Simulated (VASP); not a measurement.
BaTiO3: single point with PBE

Crystal: BaTiO3.

```
Ba Ti O
1.0
     4.01923    0.00000    0.00000
     0.00000    4.01923    0.00000
     0.00000    0.00000    4.01928
Ba Ti O
1 1 3
Direct
  0.00000 0.00000 0.00000
  0.50000 0.50000 0.50000
  0.54618 0.45382 0.00000
  0.54618 0.95382 0.50000
  0.04618 0.45382 0.50000
```

This cell differs from its parent crystal: all O atoms moved +0.263 Å, as atom 3 along Cartesian [1 -1 0].

```json
{"Program": "VASP 6.6.1", "Task": "single point", "Functional": "PBE", "Potentials or basis": "VASP PAW PBE potentials, release 64 (Ba_sv, Ti_sv, O)", "Cutoff": "520 eV", "k mesh": "8 × 8 × 8", "Occupations": "gaussian, width 0.05 eV", "Spin": "no spin polarisation", "Dipole correction": "no", "Further INCAR settings": "ALGO = Normal; EDIFF = 1e-06; NBANDS = 28"}
```

- Pressure: 6.4 GPa
- Largest force: 0.914 eV/Å
- Band gap on the k mesh: 2.40 eV (least direct gap 2.89 eV)

Forces on the atoms (eV/Å):
```
Ba   0.647 -0.647  0.000
Ti   0.305 -0.305  0.000
O   -0.487  0.487  0.000
O   -0.410  0.054  0.000
O   -0.054  0.410  0.000
```

Stress tensor (GPa, compression positive):
```
 8.08 -1.80  0.00
-1.80  8.08  0.00
 0.00  0.00  3.18
```

Levels at points of the mesh, in eV from the valence-band top:
| k point | band 17 | band 18 | band 19 | band 20 | band 21 | band 22 | band 23 | band 24 |
| --- | --- | --- | --- | --- | --- | --- | --- | --- |
| (0.00, 0.00, 0.00) | -1.20 | -0.64 | -0.59 | -0.49 | 2.40 | 2.65 | 2.92 | 4.42 |
| (0.50, 0.00, 0.00) | -1.98 | -1.61 | -1.01 | -0.78 | 2.63 | 3.82 | 3.90 | 4.46 |
| (0.50, 0.50, 0.00) | -1.54 | -0.79 | -0.75 | -0.19 | 3.86 | 3.91 | 4.09 | 5.04 |
| (0.00, 0.00, 0.50) | -1.69 | -1.36 | -1.29 | -1.19 | 3.03 | 3.44 | 3.85 | 4.63 |
| (0.50, 0.00, 0.50) | -1.61 | -0.99 | -0.93 | -0.11 | 3.66 | 3.91 | 4.14 | 4.88 |
| (0.50, 0.50, 0.50) | -2.22 | -0.20 | -0.10 | 0.00 | 4.16 | 4.31 | 4.43 | 6.44 |

It took 80 s on 1 thread of Intel(R) Xeon(R) 6975P-C (Granite Rapids), on a shared host, peak memory 0.31 GiB.

Caveat: the cell differs from its parent crystal (all O atoms moved +0.263 Å, as atom 3 along Cartesian [1 -1 0]); the cell stands under pressure; spin-orbit coupling is left out, which moves the levels of the heavy elements. A k mesh can miss the band edges.
